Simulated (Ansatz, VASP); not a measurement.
BaNa3 in VASP and in Ansatz

```
Na Ba
1.0
     7.21122    0.00000    0.00000
    -3.60561    6.24510    0.00000
     0.00000    0.00000    4.16432
Na Ba
3 1
Direct
  0.50000 0.00000 0.50000
  0.00000 0.50000 0.50000
  0.50000 0.50000 0.50000
  0.00000 0.00000 0.00000
```

Alike in both runs: functional PBE; k mesh 6 × 6 × 12; occupations gaussian, width 0.1 eV; no spin polarisation.

Ansatz relaxed the structure, and its values are those at the end. VASP's run is a single point on that final structure, the one shown.

```csv
,VASP,Ansatz
version,VASP 6.6.1,Ansatz 0.2.0
potentials or method,"VASP PAW PBE potentials, release 64 (Na_pv, Ba_sv), cutoff 520 eV","scalar-relativistic, plane waves, PAW"
valence electrons in the cell,31,37
```

|  | VASP | Ansatz | Ansatz less VASP |
| --- | --- | --- | --- |
| gap on the k mesh at the Fermi level (eV) | none | none | - |
| pressure (GPa) | 0.0 | 0.0 | -0.01 |

A gap of «none» marks a metal or a gap that the smearing closes. With one functional, cell and mesh, what is left measures potentials, basis and numerics. VASP's potentials hold 31 valence electrons a cell and Ansatz's 37, so a difference there can come from the potentials and not from the codes.

Neither program's run includes spin-orbit coupling.
